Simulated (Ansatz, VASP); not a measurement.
Al3Ge2Ru: VASP beside Ansatz

```xyz
6
Lattice="3.9058 0.0000 0.0000 0.0000 3.9058 0.0000 0.0000 0.0000 6.6063" Properties=species:S:1:pos:R:3 pbc="T T T"
Al    1.9529    1.9529    2.4490
Al    1.9529    0.0000    0.2144
Al    0.0000    1.9529    0.2144
Ge    0.0000    0.0000    4.3229
Ge    1.9529    1.9529    5.0191
Ru    0.0000    0.0000    1.8015
```

Alike in both runs: functional PBE; k mesh 4 × 4 × 4; occupations gaussian, width 0.1 eV; no spin polarisation.

Ansatz relaxed the structure, and its values are those at the end. VASP's run is a single point on that final structure, the one shown.

|  | VASP | Ansatz |
| --- | --- | --- |
| version | VASP 6.6.1 | Ansatz 0.2.0 |
| potentials or method | VASP PAW PBE potentials, release 64 (Al, Ge_d, Ru_pv), cutoff 520 eV | scalar-relativistic, plane waves, PAW |
| valence electrons in the cell | 51 | 53 |

```tsv
	VASP	Ansatz	Ansatz less VASP
gap on the k mesh at the Fermi level (eV)	none	none	-
pressure (GPa)	-0.1	-0.1	+0.03
rms of the force components (eV/Å)	0.006	0.004	-0.0015
```

A gap of «none» marks a metal or a gap that the smearing closes. With one functional, cell and mesh, what is left measures potentials, basis and numerics. VASP's potentials hold 51 valence electrons a cell and Ansatz's 53, so a difference there can come from the potentials and not from the codes.

The k mesh is coarse, so the values compare programs but aren't converged.
